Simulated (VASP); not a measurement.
# Ge (Fd-3m) in VASP: a series of runs, part 2 of 2

VASP 6.6.1. The steps go on from the part before.

### 3 Single point, r2SCAN

Input file POSCAR:

```
Ge
1.0
    2.7908079235      2.7908079235      0.0000000000
   -2.7908079235      2.7908079235      0.0000000000
    0.0000000000      2.7908079235      2.7908079235
Ge
2
Direct
    0.5000000000      0.5000000000      0.0000000000
    0.7500000000      0.2500000000      0.5000000000
```

Input file INCAR.step1:

```
SYSTEM = Ge
PREC     = Accurate       ! precision mode
ENCUT    = 520            ! plane-wave cutoff, eV
ISMEAR   = 0              ! smearing method
SIGMA    = 0.01           ! smearing width, eV
LREAL    = .FALSE.        ! projectors in reciprocal space
LASPH    = .TRUE.         ! aspherical terms in the spheres
NELM     = 100            ! most SCF steps
NBANDS   = 21             ! bands
GGA      = PE             ! functional
ALGO     = Normal         ! electronic algorithm
EDIFF    = 1E-4           ! SCF threshold, eV
LWAVE    = .TRUE.         ! write WAVECAR
LCHARG   = .FALSE.        ! write CHGCAR
```

Input file INCAR.step2:

```
SYSTEM = Ge
PREC     = Accurate       ! precision mode
ENCUT    = 520            ! plane-wave cutoff, eV
EDIFF    = 1E-7           ! SCF threshold, eV
ISMEAR   = 0              ! smearing method
SIGMA    = 0.01           ! smearing width, eV
LREAL    = .FALSE.        ! projectors in reciprocal space
LASPH    = .TRUE.         ! aspherical terms in the spheres
NELM     = 100            ! most SCF steps
ALGO     = Normal         ! electronic algorithm
ISIF     = 2              ! what is computed and relaxed
LWAVE    = .FALSE.        ! write WAVECAR
LCHARG   = .FALSE.        ! write CHGCAR
METAGGA  = R2SCAN         ! meta-GGA
LMIXTAU  = .TRUE.       
NBANDS   = 21             ! bands
ISTART   = 1
```

Input file KPOINTS:

```
regular mesh
0
G
  12 12 12
  0 0 0
```

Potentials or basis: VASP PAW PBE potentials, release 64 (Ge_d).

The run is started by

```sh
cat potpaw_PBE.64/Ge_d/POTCAR > POTCAR
cp INCAR.step1 INCAR
mpirun -np 1 vasp_std > vasp.out
cp INCAR.step2 INCAR
mpirun -np 1 vasp_std > vasp.out
```

OUTCAR:

```text
SYSTEM = Ge
   PREC = Accurate
   ENCUT = 520
   EDIFF = 1E-7
   ISMEAR = 0
   LREAL = .FALSE.
   LASPH = .TRUE.
   NELM = 100
   ISIF = 2
   METAGGA = R2SCAN
   ISTART = 1

 ion  position               nearest neighbor table
   1  0.500  0.500  0.000-   2 2.42   2 2.42   2 2.42   2 2.42
   2  0.750  0.250  0.500-   1 2.42   1 2.42   1 2.42   1 2.42

  LATTYP: Found a face centered cubic cell.
 ALAT       =     5.5816158470

  Lattice vectors:

 A1 = (   0.0000000000,   2.7908079235,   2.7908079235)
 A2 = (   2.7908079235,   0.0000000000,   2.7908079235)
 A3 = (   2.7908079235,   2.7908079235,   0.0000000000)

Analysis of symmetry for initial positions (statically):
=====================================================================
 Subroutine PRICEL returns:
 Original cell was already a primitive cell.

 Routine SETGRP: Setting up the symmetry group for a
 face centered cubic supercell.

 Subroutine GETGRP returns: Found 48 space group operations
 (whereof 24 operations were pure point group operations)
 out of a pool of 48 trial point group operations.

The static configuration has the point symmetry T_d .
 The point group associated with its full space group is O_h .

Analysis of symmetry for dynamics (positions and initial velocities):
=====================================================================
 Subroutine PRICEL returns:
 Original cell was already a primitive cell.

 Routine SETGRP: Setting up the symmetry group for a
 face centered cubic supercell.

 Subroutine GETGRP returns: Found 48 space group operations
 (whereof 24 operations were pure point group operations)
 out of a pool of 48 trial point group operations.

The dynamic configuration has the point symmetry T_d .
 The point group associated with its full space group is O_h .

 Subroutine INISYM returns: Found 48 space group operations
 (whereof 24 operations are pure point group operations),
 and found     1 'primitive' translations

----------------------------------------------------------------------------------------

                                     Primitive cell

  volume of cell :      43.4730

  direct lattice vectors                    reciprocal lattice vectors
     2.790807924  2.790807924  0.000000000     0.179159589  0.179159589 -0.179159589
    -2.790807924  2.790807924  0.000000000    -0.179159589  0.179159589 -0.179159589
     0.000000000  2.790807924  2.790807924     0.000000000  0.000000000  0.358319178

  length of vectors
     3.946798415  3.946798415  3.946798415     0.310313510  0.310313510  0.358319178

  position of ions in fractional coordinates (direct lattice)
     0.500000000  0.500000000  0.000000000
     0.750000000  0.250000000  0.500000000

  ion indices of the primitive-cell ions
   primitive index   ion index
                 1           1
                 2           2

----------------------------------------------------------------------------------------

 KPOINTS: regular mesh

Automatic generation of k-mesh.
 Grid dimensions read from file:
 generate k-points for:   12   12   12

 Generating k-lattice:

  Cartesian coordinates                     Fractional coordinates (reciprocal lattice)
     0.014929966  0.014929966 -0.014929966     0.083333333  0.000000000  0.000000000
    -0.014929966  0.014929966 -0.014929966     0.000000000  0.083333333  0.000000000
     0.000000000  0.000000000  0.029859931     0.000000000  0.000000000  0.083333333

  Length of vectors
     0.025859459  0.025859459  0.029859931

  Shift w.r.t. Gamma in fractional coordinates (k-lattice)
     0.000000000  0.000000000  0.000000000

 Subroutine IBZKPT returns following result:
 ===========================================

 Found     72 irreducible k-points:

 Following reciprocal coordinates:
            Coordinates               Weight
  0.000000  0.000000  0.000000      1.000000
  0.083333  0.000000  0.000000      8.000000
  0.166667  0.000000  0.000000      8.000000
  0.250000  0.000000  0.000000      8.000000
  0.333333  0.000000  0.000000      8.000000
  0.416667  0.000000  0.000000      8.000000
[... 16 lines left out ...]
  0.500000  0.166667  0.000000     24.000000
 -0.416667  0.166667  0.000000     24.000000
 [... further k-points ...]
   k-points           NKPTS =     72   k-points in BZ     NKDIM =     72   number of bands    NBANDS=     21
   number of dos      NEDOS =    301   number of ions     NIONS =      2
   total plane-waves  NPLWV =  27000
   dimension x,y,z NGX =    30 NGY =   30 NGZ =   30
   dimension x,y,z NGXF=    60 NGYF=   60 NGZF=   60
   ions per type =               2
   NGX,Y,Z   is equivalent  to a cutoff of  12.64, 12.64, 12.64 a.u.
   NGXF,Y,Z  is equivalent  to a cutoff of  25.27, 25.27, 25.27 a.u.
 SYSTEM =  Ge
   PREC   = accura    normal or accurate (medium, high low for compatibility)
   ISTART =      1    job   : 0-new  1-cont  2-samecut
   ICHARG =      0    charge: 1-file 2-atom 10-const
   ISPIN  =      1    spin polarized calculation?
   LNONCOLLINEAR =      F non collinear calculations
   LSORBIT =      F    spin-orbit coupling
   LASPH  =      T    aspherical Exc in radial PAW
   ENCUT  =  520.0 eV  38.22 Ry    6.18 a.u.   7.34  7.34  7.34*2*pi/ulx,y,z
   NELM   =    100;   NELMIN=  2; NELMDL=  0     # of ELM steps
   EDIFF  = 0.1E-06   stopping-criterion for ELM
   LREAL  =      F    real-space projection
   EDIFFG = 0.1E-05   stopping-criterion for IOM
   NSW    =      0    number of steps for IOM
   IBRION =     -1    ionic relax: 0-MD 1-quasi-New 2-CG
   NFREE  =      0    steps in history (QN), initial steepest desc. (CG)
   ISIF   =      2    stress and relaxation
   ISYM   =      2    0-nonsym 1-usesym 2-fastsym
   POTIM  = 0.5000    time-step for ionic-motion
   TEBEG  =    0.0;   TEEND  =   0.0 temperature during run
   PSTRESS=    0.0 pullay stress
   NELECT =      28.0000    total number of electrons
   NUPDOWN=      -1.0000    fix difference up-down
   EMIN   =  10.00;   EMAX   =-10.00  energy-range for DOS
   EFERMI =   0.00;   METHOD = LEGACY
   ISMEAR =     0;   SIGMA  =   0.01  broadening in eV -4-tet -1-fermi 0-gaus
   EFERMI_NEDOS =   21; number of points for ismear=-14 and -15
   IALGO  =     38    algorithm
   IMIX   =      4    mixing-type and parameters
     AMIX     =   0.40;   BMIX     =  1.00
     AMIX_MAG =   1.60;   BMIX_MAG =  1.00
  volume/ion in A,a.u.               =      21.74       146.69
  Fermi-wavevector in a.u.,A,eV,Ry     =   1.413799  2.671692 27.195687  1.998827
  Thomas-Fermi vector in A             =   2.535407
   LORBIT       =      0    0 simple, 1 ext, 2 COOP (PROOUT), +10 PAW based schemes
   METAGGA = R2SCAN    functional components
   LHFCALC =     F    Hartree Fock is set to
   AEXX    =    0.0000 exact exchange contribution
   IVDW    =     0    specifies the selected vdW correction
   LEPSILON=     F    determine dielectric tensor
   LRPA    =     F    only Hartree local field effects (RPA)
 non-spin polarized calculation
 Gauss-broadening in eV      SIGMA  =   0.01
  energy-cutoff  :      520.00
  volume of cell :       43.47
 maximum number of plane-waves:      1211
 NGX is ok and might be reduce to    30
   NGX = 15   NGY = 15   NGZ = 15

 number of electron      28.0000021 magnetization

 Free energy of the ion-electron system (eV)
  ---------------------------------------------------
  ext. energy  EPLUGINS =         0.00000000
  ---------------------------------------------------
  free energy    TOTEN  =       -27.71637612 eV

  energy without entropy =      -27.71637612  energy(sigma->0) =      -27.71637612

 E-fermi :   5.3606     XC(G=0): -11.0339

 val. band max:        5.2105606019   @ k =   0.0000   0.0000   0.0000
 cond. band min:       5.7926980367   @ k =   0.5000   0.0000   0.0000
 fundamental gap:      0.5821374348
 Fermi energy:         5.3606260654

 k-point     1 :       0.0000    0.0000    0.0000
  band No.  band energies     occupation
      1     -20.3481      2.00000
      2     -20.3481      2.00000
      3     -20.3481      2.00000
      4     -20.3052      2.00000
      5     -20.3052      2.00000
      6     -20.0641      2.00000
[... 13 lines left out ...]
     20      15.2509      0.00000
     21      15.2509      0.00000
[... 529 lines left out ...]
 k-point    24 :      -0.4167    0.1667    0.0000
  band No.  band energies     occupation
      1     -20.3909      2.00000
      2     -20.3758      2.00000
      3     -20.3218      2.00000
      4     -20.2504      2.00000
      5     -20.2266      2.00000
      6     -20.1520      2.00000
[... 13 lines left out ...]
     20      16.3882      0.00000
     21      17.1799      0.00000

 [... further k-points ...]

------------------------ aborting loop because EDIFF is reached ----------------------------------------

  FORCE on cell =-STRESS in cart. coord.  units (eV):
  Direction    XX          YY          ZZ          XY          YZ          ZX
  --------------------------------------------------------------------------------------
  -------------------------------------------------------------------------------------
  Total        1.1047970      1.1047970      1.1047970      0.0000000     -0.0000000      0.0000000
  in kB       40.7167599     40.7167599     40.7167599      0.0000000     -0.0000000      0.0000000
  external PRESSURE =      40.7167599 kB  Pullay stress =       0.0000000 kB

 VOLUME and BASIS-vectors are now :
 -----------------------------------------------------------------------------
  energy-cutoff  :      520.00
  volume of cell :       43.47
      direct lattice vectors                 reciprocal lattice vectors
     2.790807924  2.790807924  0.000000000     0.179159589  0.179159589 -0.179159589
    -2.790807924  2.790807924  0.000000000    -0.179159589  0.179159589 -0.179159589
     0.000000000  2.790807924  2.790807924     0.000000000  0.000000000  0.358319178

 POSITION                                       TOTAL-FORCE (eV/Angst)
 -----------------------------------------------------------------------------------
      0.00000      2.79081      0.00000         0.000000     -0.000000      0.000000
      1.39540      4.18621      1.39540         0.000000      0.000000      0.000000
 -----------------------------------------------------------------------------------
    total drift:                               -0.000000      0.000000     -0.000000

  FREE ENERGIE OF THE ION-ELECTRON SYSTEM (eV)
  ---------------------------------------------------
  free  energy   TOTEN  =       -27.7163761183 eV

  energy  without entropy=      -27.7163761183  energy(sigma->0) =      -27.71637612
```

Wall time 7.5 min (1 thread of Intel Xeon 8259CL, shared host); peak memory 0.2 GiB.

What came out:

```
Free energy            : -27.7164 eV
Pressure               : 4.1 GPa
Band gap on the k mesh : 0.58 eV (least direct gap 0.80 eV)
```

Caveat: the cell stands under pressure; semilocal functionals underestimate gaps, and a narrow one can read as zero; the PAW data sets were made with another functional, which shifts forces and pressure a little. r2SCAN opens gaps a little over a GGA but as a rule still falls short of measured ones.

### 4 Single point, r2SCAN

This run uses another cell than the first one, of 22.25 Å³/atom.

Input file POSCAR:

```
Ge
1.0
    2.8126908858      2.8126908858      0.0000000000
   -2.8126908858      2.8126908858      0.0000000000
    0.0000000000      2.8126908858      2.8126908858
Ge
2
Direct
    0.5000000000      0.5000000000      0.0000000000
    0.7500000000      0.2500000000      0.5000000000
```

Input file INCAR.step1:

```
SYSTEM = Ge
ALGO = Normal
EDIFF = 1E-4
ENCUT = 520
GGA = PE
ISMEAR = 0
LASPH = .True.
LCHARG = .False.
LREAL = .False.
LWAVE = .True.
NBANDS = 21
NELM = 100
PREC = Accurate
SIGMA = 0.01
```

Input file INCAR.step2:

```
SYSTEM = Ge
ALGO = Normal
EDIFF = 1E-6
ENCUT = 520
ISIF = 2
ISMEAR = 0
ISTART = 1
LASPH = .True.
LCHARG = .True.
LELF = .True.
LMIXTAU = .True.
LREAL = .False.
LVHAR = .True.
LWAVE = .False.
METAGGA = R2SCAN
NBANDS = 21
NELM = 100
PREC = Accurate
SIGMA = 0.01
```

Input file KPOINTS:

```
k-points
0
Gamma
  12 12 12
  0 0 0
```

The run is started by

```sh
cat potpaw_PBE.64/Ge_d/POTCAR > POTCAR
cp INCAR.step1 INCAR
mpirun -np 1 vasp_std > vasp.out
cp INCAR.step2 INCAR
mpirun -np 1 vasp_std > vasp.out
```

Wall time 5.9 min (1 thread of Intel Xeon 8259CL, shared host); peak memory 0.2 GiB.

It converged, with:

- Free energy: -27.7364 eV
- Pressure: 2.1 GPa
- Band gap on the k mesh: 0.50 eV (least direct gap 0.57 eV)

Levels at points of the mesh, in eV from the valence-band top:
```
           k point  band 10  band 11  band 12  band 13  band 14  band 15  band 16  band 17  band 18  band 19
(0.00, 0.00, 0.00)   -25.23   -13.44     0.00     0.00     0.00     0.57     2.72     2.72     2.72     7.11
(0.50, 0.00, 0.00)   -25.21   -11.20    -7.95    -1.51    -1.51     0.50     4.01     4.01     7.67    11.33
(0.50, 0.50, 0.00)   -25.19    -9.29    -9.29    -3.29    -3.29     0.95     0.95    10.26    10.26    12.53
```

Caveat: semilocal functionals underestimate gaps, and a narrow one can read as zero; the PAW data sets were made with another functional, which shifts forces and pressure a little.

### 5 Single point, r2SCAN

This run uses another cell than the first one, of 22.25 Å³/atom.

POSCAR is that of step 4.

Input file INCAR.step1:

```
  PREC = Accurate
  ENCUT = 520
  ISMEAR = 0
  SIGMA = 0.01
  LREAL = F
  LASPH = T
  NELM = 80
  NBANDS = 21
  GGA = PE
  ALGO = Normal
  EDIFF = 1E-4
  LWAVE = T
  LCHARG = F
```

Input file INCAR.step2:

```
  PREC = Accurate
  ENCUT = 520
  EDIFF = 1E-7
  ISMEAR = 0
  SIGMA = 0.01
  LREAL = F
  LASPH = T
  NELM = 80
  ALGO = Normal
  ISIF = 2
  LWAVE = F
  LCHARG = F
  METAGGA = R2SCAN
  LMIXTAU = T
  NBANDS = 21
  ISTART = 1
```

Input file KPOINTS:

```
Automatic mesh
0
Gamma
  12 12 12
```

The run is started by

```sh
cat potpaw_PBE.64/Ge_d/POTCAR > POTCAR
cp INCAR.step1 INCAR
mpirun -np 1 vasp_std > vasp.out
cp INCAR.step2 INCAR
mpirun -np 1 vasp_std > vasp.out
```

It took 6.8 min on 1 thread of Intel Xeon 8259CL, shared host; peak memory 0.2 GiB.

The run converged. Its results:

```yaml
Free_energy: -27.7364 eV
Pressure: 2.1 GPa
Band_gap_on_the_k_mesh: 0.50 eV (least direct gap 0.57 eV)
```

Levels at points of the mesh, in eV from the valence-band top:
| k point | band 10 | band 11 | band 12 | band 13 | band 14 | band 15 | band 16 | band 17 | band 18 | band 19 |
| --- | --- | --- | --- | --- | --- | --- | --- | --- | --- | --- |
| (0.00, 0.00, 0.00) | -25.23 | -13.44 | 0.00 | 0.00 | 0.00 | 0.57 | 2.72 | 2.72 | 2.72 | 7.11 |
| (0.50, 0.00, 0.00) | -25.21 | -11.20 | -7.95 | -1.51 | -1.51 | 0.50 | 4.01 | 4.01 | 7.67 | 11.33 |
| (0.50, 0.50, 0.00) | -25.19 | -9.29 | -9.29 | -3.29 | -3.29 | 0.95 | 0.95 | 10.26 | 10.26 | 12.53 |

Caveat: semilocal functionals underestimate gaps, and a narrow one can read as zero; the PAW data sets were made with another functional, which shifts forces and pressure a little. A k mesh can miss the band edges.

### 6 Single point, r2SCAN

This run uses another cell than the first one, of 23.54 Å³/atom.

Input file POSCAR:

```
Ge
1.0
    2.8658316000      2.8658316000      0.0000000000
   -2.8658316000      2.8658316000      0.0000000000
    0.0000000000      2.8658316000      2.8658316000
Ge
2
Direct
    0.5000000000      0.5000000000      0.0000000000
    0.7500000000      0.2500000000      0.5000000000
```

Input file INCAR.step1:

```
SYSTEM = Ge
PREC = Accurate
ENCUT = 520
ISMEAR = 0
SIGMA = 0.01
LREAL = .False.
LASPH = .True.
NELM = 60
NBANDS = 21
GGA = PE
ALGO = Normal
EDIFF = 1E-4
LWAVE = .True.
LCHARG = .False.
```

Input file INCAR.step2:

```
SYSTEM = Ge
PREC = Accurate
ENCUT = 520
EDIFF = 1E-6
ISMEAR = 0
SIGMA = 0.01
LREAL = .False.
LASPH = .True.
NELM = 60
ALGO = Normal
ISIF = 2
LWAVE = .False.
LCHARG = .True.
METAGGA = R2SCAN
LMIXTAU = .True.
LELF = .True.
LVHAR = .True.
NBANDS = 21
ISTART = 1
```

Input file KPOINTS:

```
regular mesh
0
Gamma
  12 12 12
  0 0 0
```

Potentials or basis: VASP PAW PBE potentials, release 64 (Ge_d).

The run is started by

```sh
cat potpaw_PBE.64/Ge_d/POTCAR > POTCAR
cp INCAR.step1 INCAR
mpirun -np 1 vasp_std > vasp.out
cp INCAR.step2 INCAR
mpirun -np 1 vasp_std > vasp.out
```

It took 5.5 min on 1 thread of Intel Xeon 8259CL, shared host; peak memory 0.2 GiB.

It converged, with:

* Free energy: -27.7365 eV
* Pressure: -1.9 GPa
* Band gap on the k mesh: 0.03 eV

Levels at points of the mesh, in eV from the valence-band top:
| k point | band 11 | band 12 | band 13 | band 14 | band 15 | band 16 | band 17 | band 18 |
| --- | --- | --- | --- | --- | --- | --- | --- | --- |
| (0.00, 0.00, 0.00) | -13.00 | 0.00 | 0.00 | 0.00 | 0.03 | 2.70 | 2.70 | 2.70 |
| (0.50, 0.00, 0.00) | -10.91 | -7.69 | -1.42 | -1.42 | 0.32 | 3.98 | 3.98 | 7.62 |
| (0.50, 0.50, 0.00) | -9.07 | -9.07 | -3.09 | -3.09 | 1.02 | 1.02 | 9.77 | 9.77 |

Caveat: semilocal functionals underestimate gaps, and a narrow one can read as zero; the PAW data sets were made with another functional, which shifts forces and pressure a little.

### 7 Summary

| cell | gap on the mesh (eV) | pressure (GPa) |
| --- | --- | --- |
| a = 3.947 Å, angles 60.0, 60.0, 90.0°, 2 atoms | 0.58 | 4.1 |
| a = 3.978 Å, angles 60.0, 60.0, 90.0°, 2 atoms | 0.50 | 2.1 |
| a = 4.053 Å, angles 60.0, 60.0, 90.0°, 2 atoms | 0.03 | -1.9 |

Alike in all rows: task single point; level r2SCAN; potentials or basis VASP PAW PBE potentials, release 64 (Ge_d); no spin polarisation; k mesh 12 × 12 × 12; cutoff (eV) 520; smearing gaussian 0.01 eV.

Caveats: semilocal functionals underestimate gaps, and a narrow one can read as zero; the PAW data sets were made with another functional, which shifts forces and pressure a little; the cell stands under pressure (at least some runs).

Absolute energies hang on the potentials; compare differences alone.
